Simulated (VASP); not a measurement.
# FeO in VASP: notebook

The runs below take FeO through single point, with PBE+D4, PBE, revPBE.

Everything below comes from runs of VASP 6.6.1. Logs are shortened: lines on timing, memory, paths and dates and some standing lists are left out, and cuts for length are marked.

## (1) The cell of the first run

Symmetry: Fm-3m, No. 225, cubic system. Conventional cell: a = 4.223 Å, b = 4.223 Å, c = 4.223 Å, α = 90.00°, β = 90.00°, γ = 90.00°. Fe (site symmetry m-3m) has 6 O at 2.11 Å within 2.8 Å. O (site symmetry m-3m) has 6 Fe at 2.11 Å within 2.8 Å.

## (2) Single point, PBE+D4, collinear spin, ferromagnetic start

File INCAR:

```
SYSTEM = FeO
ALGO = Normal ; EDIFF = 1E-6
ENCUT = 700 ; GGA = PE
GGA_COMPAT = .FALSE. ; ISIF = 2
ISMEAR = -1 ; ISPIN = 2
IVDW = 13 ; LASPH = .TRUE.
LCHARG = .TRUE. ; LELF = .TRUE.
LMAXMIX = 4 ; LORBIT = 11
LREAL = .FALSE. ; LVHAR = .TRUE.
LWAVE = .FALSE. ; MAGMOM = 3 0
NBANDS = 22 ; NELM = 200
PREC = Accurate ; SIGMA = 0.05
```

File KPOINTS:

```
k-points
0
G
  11 11 11
  0 0 0
```

File POSCAR:

```
FeO
1.0
    0.0000000000      2.1113998987      2.1113998987
    2.1113998987      0.0000000000      2.1113998987
    2.1113998987      2.1113998987      0.0000000000
Fe O
1 1
Direct
    0.0000000000      0.0000000000      0.0000000000
    0.5000000000      0.5000000000      0.5000000000
```

Potentials or basis: VASP PAW PBE potentials, release 64 (Fe_sv, O).

Command:

```
$ cat potpaw_PBE.64/Fe_sv/POTCAR potpaw_PBE.64/O/POTCAR > POTCAR
$ mpirun -np 1 vasp_std > vasp.out
```

OUTCAR:

```text
SYSTEM = FeO
   EDIFF = 1E-6
   ENCUT = 700
   GGA = PE
   ISIF = 2
   ISMEAR = -1
   ISPIN = 2
   IVDW = 13
   LASPH = .TRUE.
   LORBIT = 11
   LREAL = .FALSE.
   NELM = 200
   PREC = Accurate

 ion  position               nearest neighbor table
   1  0.000  0.000  0.000-   2 2.11   2 2.11   2 2.11   2 2.11   2 2.11   2 2.11
   2  0.500  0.500  0.500-   1 2.11   1 2.11   1 2.11   1 2.11   1 2.11   1 2.11

  LATTYP: Found a face centered cubic cell.
 ALAT       =     4.2227997974

  Lattice vectors:

 A1 = (   0.0000000000,   2.1113998987,   2.1113998987)
 A2 = (   2.1113998987,   0.0000000000,   2.1113998987)
 A3 = (   2.1113998987,   2.1113998987,   0.0000000000)

Analysis of symmetry for initial positions (statically):
=====================================================================
 Subroutine PRICEL returns:
 Original cell was already a primitive cell.

 Routine SETGRP: Setting up the symmetry group for a
 face centered cubic supercell.

 Subroutine GETGRP returns: Found 48 space group operations
 (whereof 48 operations were pure point group operations)
 out of a pool of 48 trial point group operations.

The static configuration has the point symmetry O_h .

Analysis of symmetry for dynamics (positions and initial velocities):
=====================================================================
 Subroutine PRICEL returns:
 Original cell was already a primitive cell.

 Routine SETGRP: Setting up the symmetry group for a
 face centered cubic supercell.

 Subroutine GETGRP returns: Found 48 space group operations
 (whereof 48 operations were pure point group operations)
 out of a pool of 48 trial point group operations.

The dynamic configuration has the point symmetry O_h .

Analysis of structural, dynamic, and magnetic symmetry:
=====================================================================
 Subroutine PRICEL returns:
 Original cell was already a primitive cell.

 Routine SETGRP: Setting up the symmetry group for a
 face centered cubic supercell.

 Subroutine GETGRP returns: Found 48 space group operations
 (whereof 48 operations were pure point group operations)
 out of a pool of 48 trial point group operations.

The overall configuration has the point symmetry O_h .

 Subroutine INISYM returns: Found 48 space group operations
 (whereof 48 operations are pure point group operations),
 and found     1 'primitive' translations

----------------------------------------------------------------------------------------

                                     Primitive cell

  volume of cell :      18.8253

  direct lattice vectors                    reciprocal lattice vectors
     0.000000000  2.111399899  2.111399899    -0.236809711  0.236809711  0.236809711
     2.111399899  0.000000000  2.111399899     0.236809711 -0.236809711  0.236809711
     2.111399899  2.111399899  0.000000000     0.236809711  0.236809711 -0.236809711

  length of vectors
     2.985970372  2.985970372  2.985970372     0.410166451  0.410166451  0.410166451

  position of ions in fractional coordinates (direct lattice)
     0.000000000  0.000000000  0.000000000
     0.500000000  0.500000000  0.500000000

  ion indices of the primitive-cell ions
   primitive index   ion index
                 1           1
                 2           2

----------------------------------------------------------------------------------------

 KPOINTS: k-points

Automatic generation of k-mesh.
 Grid dimensions read from file:
 generate k-points for:   11   11   11

 Generating k-lattice:

  Cartesian coordinates                     Fractional coordinates (reciprocal lattice)
    -0.021528156  0.021528156  0.021528156     0.090909091  0.000000000  0.000000000
     0.021528156 -0.021528156  0.021528156     0.000000000  0.090909091  0.000000000
     0.021528156  0.021528156 -0.021528156     0.000000000  0.000000000  0.090909091

  Length of vectors
     0.037287859  0.037287859  0.037287859

  Shift w.r.t. Gamma in fractional coordinates (k-lattice)
     0.000000000  0.000000000  0.000000000

 Subroutine IBZKPT returns following result:
 ===========================================

 Found     56 irreducible k-points:

 Following reciprocal coordinates:
            Coordinates               Weight
  0.000000  0.000000  0.000000      1.000000
  0.090909  0.000000  0.000000      8.000000
  0.181818  0.000000  0.000000      8.000000
  0.272727  0.000000  0.000000      8.000000
  0.363636  0.000000  0.000000      8.000000
  0.454545  0.000000  0.000000      8.000000
[... 16 lines left out ...]
 -0.272727  0.181818  0.000000     24.000000
 -0.181818  0.181818  0.000000     12.000000
 [... further k-points ...]
   k-points           NKPTS =     56   k-points in BZ     NKDIM =     56   number of bands    NBANDS=     22
   number of dos      NEDOS =    301   number of ions     NIONS =      2
   total plane-waves  NPLWV =  21952
   dimension x,y,z NGX =    28 NGY =   28 NGZ =   28
   dimension x,y,z NGXF=    56 NGYF=   56 NGZF=   56
   ions per type =               1   1
   NGX,Y,Z   is equivalent  to a cutoff of  15.59, 15.59, 15.59 a.u.
   NGXF,Y,Z  is equivalent  to a cutoff of  31.18, 31.18, 31.18 a.u.
 SYSTEM =  FeO
   PREC   = accura    normal or accurate (medium, high low for compatibility)
   ISTART =      0    job   : 0-new  1-cont  2-samecut
   ICHARG =      2    charge: 1-file 2-atom 10-const
   ISPIN  =      2    spin polarized calculation?
   LNONCOLLINEAR =      F non collinear calculations
   LSORBIT =      F    spin-orbit coupling
   LASPH  =      T    aspherical Exc in radial PAW
   ENCUT  =  700.0 eV  51.45 Ry    7.17 a.u.   6.44  6.44  6.44*2*pi/ulx,y,z
   NELM   =    200;   NELMIN=  2; NELMDL= -5     # of ELM steps
   EDIFF  = 0.1E-05   stopping-criterion for ELM
   LREAL  =      F    real-space projection
   EDIFFG = 0.1E-04   stopping-criterion for IOM
   NSW    =      0    number of steps for IOM
   IBRION =     -1    ionic relax: 0-MD 1-quasi-New 2-CG
   NFREE  =      0    steps in history (QN), initial steepest desc. (CG)
   ISIF   =      2    stress and relaxation
   ISYM   =      2    0-nonsym 1-usesym 2-fastsym
   POTIM  = 0.5000    time-step for ionic-motion
   TEBEG  =    0.0;   TEEND  =   0.0 temperature during run
   PSTRESS=    0.0 pullay stress
   NELECT =      22.0000    total number of electrons
   NUPDOWN=      -1.0000    fix difference up-down
   EMIN   =  10.00;   EMAX   =-10.00  energy-range for DOS
   EFERMI =   0.00;   METHOD = LEGACY
   ISMEAR =    -1;   SIGMA  =   0.05  broadening in eV -4-tet -1-fermi 0-gaus
   EFERMI_NEDOS =   21; number of points for ismear=-14 and -15
   IALGO  =     38    algorithm
   IMIX   =      4    mixing-type and parameters
     AMIX     =   0.40;   BMIX     =  1.00
     AMIX_MAG =   1.60;   BMIX_MAG =  1.00
  volume/ion in A,a.u.               =       9.41        63.52
  Fermi-wavevector in a.u.,A,eV,Ry     =   1.724389  3.258623 40.457158  2.973517
  Thomas-Fermi vector in A             =   2.800087
   LORBIT       =     11    0 simple, 1 ext, 2 COOP (PROOUT), +10 PAW based schemes
   GGA     = PE    functional components
   LHFCALC =     F    Hartree Fock is set to
   AEXX    =    0.0000 exact exchange contribution
   IVDW    =    13    specifies the selected vdW correction
   LEPSILON=     F    determine dielectric tensor
   LRPA    =     F    only Hartree local field effects (RPA)
 spin polarized calculation
  energy-cutoff  :      700.00
  volume of cell :       18.83
 maximum number of plane-waves:       817
 NGX is ok and might be reduce to    28
   NGX = 13   NGY = 13   NGZ = 13

 number of electron      22.0000011 magnetization       3.9981215

 Free energy of the ion-electron system (eV)
  ---------------------------------------------------
  ext. energy  EPLUGINS =         0.00000000
  ---------------------------------------------------
  free energy    TOTEN  =       -15.00304693 eV

  energy without entropy =      -14.99222520  energy(sigma->0) =      -14.99763606

 E-fermi :  10.7147     XC(G=0): -12.8931

 val. band max:       10.7138121864   @ k =  -0.3636   0.2727   0.0909
 cond. band min:      10.7329458804   @ k =  -0.1818   0.0909   0.0000
 fundamental gap:      0.0191336940
 Fermi energy:        10.7146746845

 spin component 1

 k-point     1 :       0.0000    0.0000    0.0000
  band No.  band energies     occupation
      1     -79.1736      1.00000
      2     -45.1988      1.00000
      3     -45.1988      1.00000
      4     -45.1988      1.00000
      5     -10.5850      1.00000
      6       6.6213      1.00000
[... 14 lines left out ...]
     21      32.4550      0.00000
     22      35.1671      0.00000
[... 552 lines left out ...]
  band No.  band energies     occupation
      1     -79.1687      1.00000
      2     -45.2374      1.00000
      3     -45.2154      1.00000
      4     -45.2038      1.00000
      5      -9.7928      1.00000
      6       3.0019      1.00000
[... 14 lines left out ...]
     21      38.0511      0.00000
     22      39.7472      0.00000

 [... further k-points ...]

 spin component 2

 k-point     1 :       0.0000    0.0000    0.0000
  band No.  band energies     occupation
      1     -75.0140      1.00000
      2     -41.1328      1.00000
      3     -41.1328      1.00000
      4     -41.1328      1.00000
      5     -10.0374      1.00000
      6       7.1979      1.00000
[... 14 lines left out ...]
     21      34.0768      0.00000
     22      36.3374      0.00000
[... 552 lines left out ...]
  band No.  band energies     occupation
      1     -75.0081      1.00000
      2     -41.1808      1.00000
      3     -41.1530      1.00000
      4     -41.1385      1.00000
      5      -9.2270      1.00000
      6       3.8859      1.00000
[... 14 lines left out ...]
     21      38.8479      0.00000
     22      40.5714      0.00000

 [... further k-points ...]

------------------------ aborting loop because EDIFF is reached ----------------------------------------

  DFT-D4 for vdW energy calculation

  Edisp (eV):   -0.50436

  FORCE on cell =-STRESS in cart. coord.  units (eV):
  Direction    XX          YY          ZZ          XY          YZ          ZX
  --------------------------------------------------------------------------------------
  -------------------------------------------------------------------------------------
  Total       0.95824     0.95824     0.95824     0.00000    -0.00000     0.00000
  in kB      81.55332    81.55332    81.55332     0.00000    -0.00000     0.00000
  external pressure =       81.55 kB  Pullay stress =        0.00 kB

 VOLUME and BASIS-vectors are now :
 -----------------------------------------------------------------------------
  energy-cutoff  :      700.00
  volume of cell :       18.83
      direct lattice vectors                 reciprocal lattice vectors
     0.000000000  2.111399899  2.111399899    -0.236809711  0.236809711  0.236809711
     2.111399899  0.000000000  2.111399899     0.236809711 -0.236809711  0.236809711
     2.111399899  2.111399899  0.000000000     0.236809711  0.236809711 -0.236809711

 POSITION                                       TOTAL-FORCE (eV/Angst)
 -----------------------------------------------------------------------------------
      0.00000      0.00000      0.00000         0.000000     -0.000000      0.000000
      2.11140      2.11140      2.11140        -0.000000      0.000000     -0.000000
 -----------------------------------------------------------------------------------
    total drift:                                0.000000      0.000000      0.000000

  FREE ENERGIE OF THE ION-ELECTRON SYSTEM (eV)
  ---------------------------------------------------
  free  energy   TOTEN  =       -15.5074095307 eV

  energy  without entropy=      -15.4965878021  energy(sigma->0) =      -15.50199867

 total charge

# of ion       s       p       d       tot
------------------------------------------
    1        2.108   6.006   5.530  13.644
    2        1.552   3.476   0.000   5.029
--------------------------------------------------
tot          3.661   9.482   5.530  18.673

 magnetization (x)

# of ion       s       p       d       tot
------------------------------------------
    1        0.016   0.011   3.445   3.472
    2        0.033   0.276   0.000   0.309
--------------------------------------------------
tot          0.048   0.287   3.445   3.781
```

Run time: 100 s. Hardware: 1 thread of Intel Xeon Platinum 8259CL at 2.50GHz (Skylake/Cascade Lake), shared host; peak memory 0.2 GiB.

What came out:

```yaml
Free_energy: -15.5074 eV
Pressure: 8.2 GPa
Band_gap_on_the_k_mesh: zero (filled and empty bands overlap)
Net_moment: 4.00 μB per cell
Site_moments: Fe +3.47; O +0.31 μB
Valence_electrons_inside_the_program's_atomic_spheres: Fe 13.64; O 5.03
Dispersion_energy_per_atom: -0.252 eV
```

Levels at points of the mesh, in eV from the Fermi level:
Spin up:
| k point | band 9 | band 10 | band 11 | band 12 | band 13 | band 14 | band 15 | band 16 | band 17 | band 18 |
| --- | --- | --- | --- | --- | --- | --- | --- | --- | --- | --- |
| (0.00, 0.00, 0.00) | -3.94 | -3.94 | -3.94 | -3.69 | -3.69 | 0.39 | 15.45 | 17.49 | 17.49 | 17.49 |
Spin down:
| k point | band 6 | band 7 | band 8 | band 9 | band 10 | band 11 | band 12 | band 13 |
| --- | --- | --- | --- | --- | --- | --- | --- | --- |
| (0.00, 0.00, 0.00) | -3.52 | -3.52 | -3.52 | -0.82 | -0.82 | -0.82 | 0.19 | 0.19 |

Caveat: the cell stands under pressure; a cell with one magnetic atom can't hold antiferromagnetic order, which such compounds often take; semilocal functionals often make such compounds metallic where correlation or magnetic order opens a gap, which also shifts bond lengths. With open d or f shells a metallic result of PBE can be an artefact of self-interaction; +U or a hybrid may open a gap.

## (3) Single point, PBE, collinear spin, ferromagnetic start

This run uses another cell than the first one, of 10.01 Å³/atom.

File INCAR:

```
SYSTEM = FeO
PREC = Accurate
ENCUT = 700
EDIFF = 1E-6
ISMEAR = 0
SIGMA = 0.05
LREAL = .False.
LASPH = .True.
NELM = 200
ALGO = Normal
ISIF = 2
LWAVE = .False.
LCHARG = .False.
ISPIN = 2
MAGMOM = 3 0
LORBIT = 11
LMAXMIX = 4
GGA = PE
NBANDS = 22
GGA_COMPAT = .False.
```

File KPOINTS:

```
Automatic mesh
0
Gamma
  9 9 9
  0 0 0
```

File POSCAR:

```
FeO
1.0
    0.0000000000      2.1554000000      2.1554000000
    2.1554000000      0.0000000000      2.1554000000
    2.1554000000      2.1554000000      0.0000000000
Fe O
1 1
Direct
    0.0000000000      0.0000000000      0.0000000000
    0.5000000000      0.5000000000      0.5000000000
```

Potentials or basis: VASP PAW PBE potentials, release 64 (Fe_sv, O).

Command:

```
$ cat potpaw_PBE.64/Fe_sv/POTCAR potpaw_PBE.64/O/POTCAR > POTCAR
$ mpirun -np 1 vasp_std > vasp.out
```

Wall time 26 s (1 thread of AMD EPYC 9R45 (Zen 5), shared host); peak memory 0.16 GiB.

It converged, with:

- Free energy: -15.0409 eV
- Pressure: -1.4 GPa
- Band gap on the k mesh: zero (filled and empty bands overlap)
- Net moment: 4.00 μB per cell
- Site moments: Fe +3.48; O +0.30 μB
- Valence electrons inside the program's atomic spheres: Fe 13.62; O 4.99

Levels at points of the mesh, in eV from the Fermi level:
Spin up:
```
           k point  band 9  band 10  band 11  band 12  band 13  band 14  band 15  band 16  band 17  band 18
(0.00, 0.00, 0.00)   -3.83    -3.83    -3.83    -3.64    -3.64     0.05    15.29    16.99    16.99    16.99
```
Spin down:
| k point | band 5 | band 6 | band 7 | band 8 | band 9 | band 10 | band 11 | band 12 | band 13 | band 14 |
| --- | --- | --- | --- | --- | --- | --- | --- | --- | --- | --- |
| (0.00, 0.00, 0.00) | -20.22 | -3.29 | -3.29 | -3.29 | -0.69 | -0.69 | -0.69 | 0.26 | 0.26 | 0.85 |

Caveat: a cell with one magnetic atom can't hold antiferromagnetic order, which such compounds often take; semilocal functionals often make such compounds metallic where correlation or magnetic order opens a gap, which also shifts bond lengths. With open d or f shells a metallic result of PBE can be an artefact of self-interaction; +U or a hybrid may open a gap.

(Continued in part 2 of 2.)

The gap in the log of VASP goes by the Fermi energy; the results here count the filled bands.